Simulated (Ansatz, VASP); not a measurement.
# Two plane-wave programs on Ge

```
Ge
1.0
     3.52090   -4.08266    0.00005
     3.52152    4.08325    0.00031
     0.00034    0.00019    7.06463
Ge
8
Direct
  0.31218 0.04540 0.41136
  0.45470 0.18766 0.08861
  0.04539 0.31231 0.58861
  0.18777 0.45454 0.91142
  0.95452 0.68776 0.41143
  0.68767 0.95470 0.58858
  0.81234 0.54538 0.08862
  0.54542 0.81223 0.91136
```

Change from the starting cell: cell x1, atoms moved at random (sigma 0.15 Å) and cell strained at random (1.5 %), then relaxed without symmetry.

Alike in both runs: functional PBE; k mesh 4 × 4 × 4; occupations gaussian, width 0.2 eV; no spin polarisation.

Ansatz relaxed the structure, and its values are those at the end. VASP's run is a single point on that final structure, the one shown.

```csv
,VASP,Ansatz
version,VASP 6.6.1,Ansatz 0.2.0
potentials or method,"VASP PAW PBE potentials, release 64 (Ge_d), cutoff 520 eV","scalar-relativistic, plane waves, PAW"
valence electrons in the cell,112,112
```

```csv
,VASP,Ansatz,Ansatz less VASP
pressure (GPa),0.0,0.0,+0.04
```
